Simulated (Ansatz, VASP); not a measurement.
Sn in VASP and in Ansatz

The input INCAR:

```
PREC     = Accurate       # precision mode
ENCUT    = 520            # plane-wave cutoff, eV
EDIFF    = 1E-8           # SCF threshold, eV
ISMEAR   = -1             # smearing method
SIGMA    = 0.03           # smearing width, eV
LREAL    = False          # projectors in reciprocal space
LASPH    = True           # aspherical terms in the spheres
NELM     = 60             # most SCF steps
ALGO     = Normal         # electronic algorithm
ISIF     = 2              # what is computed and relaxed
LWAVE    = False          # write WAVECAR
LCHARG   = False          # write CHGCAR
LEFG     = True         
NBANDS   = 21             # bands
```

File KPOINTS:

```
regular mesh
0
Gamma
  9 9 9
```

POSCAR

```
Sn
1.0
    0.0000000000      3.2456000000      3.2456000000
    3.2456000000      0.0000000000      3.2456000000
    3.2456000000      3.2456000000      0.0000000000
Sn
2
Direct
    0.5000000000      0.5000000000      0.5000000000
    0.7500000000      0.7500000000      0.7500000000
```

Input for Ansatz:

```yaml
crystal:
  lattice:
    - [0.0, 3.2456, 3.2456]
    - [3.2456, 0.0, 3.2456]
    - [3.2456, 3.2456, 0.0]
  atoms:
    - { symbol: Sn, position: [0.5, 0.5, 0.5] }
    - { symbol: Sn, position: [0.75, 0.75, 0.75] }
kpoints:
  mp_grid: { grid: [9, 9, 9] }
  band_path:
    path:
      - [0.0, 0.0, 0.0]
      - [0.5, 0.0, 0.5]
      - [0.625, 0.25, 0.625]
      - [0.375, 0.375, 0.75]
      - [0.0, 0.0, 0.0]
      - [0.5, 0.5, 0.5]
      - [0.5, 0.25, 0.75]
      - [0.5, 0.0, 0.5]
    npoints: 14
scf:
  occupations: { method: fermi_dirac, width: 0.03 }
hamiltonian:
  xc: lda
  pseudopotentials: { kind: paw }
output:
  forces: true
  stress: true
  eigenvalues: true
  efg: { contact_densities: true }
  populations: true
  bader: true
  dos: { projected: true, de: 0.2, e_range: [-14, 8] }
  write_density: true
  write_potential: true
  elf: true
  volumetric_format: npy
```

Alike in both runs: task electric field gradients; functional LDA; k mesh 9 × 9 × 9; occupations fermi-dirac, width 0.03 eV; no spin polarisation.

```csv
,VASP,Ansatz
version,VASP 6.6.1,Ansatz 0.2.0
potentials or method,"VASP PAW LDA potentials, release 64 (Sn_d)","PAW with Ansatz's default frozen-core files, scalar-relativistic"
plane-wave cutoff (eV),520,420
valence electrons in the cell,28,28
```

|  | VASP | Ansatz | Ansatz less VASP |
| --- | --- | --- | --- |
| pressure (GPa) | -0.4 | -0.4 | +0.02 |

LDA's correlation is that of Perdew and Zunger in VASP and of Perdew and Wang (1992) in Ansatz.
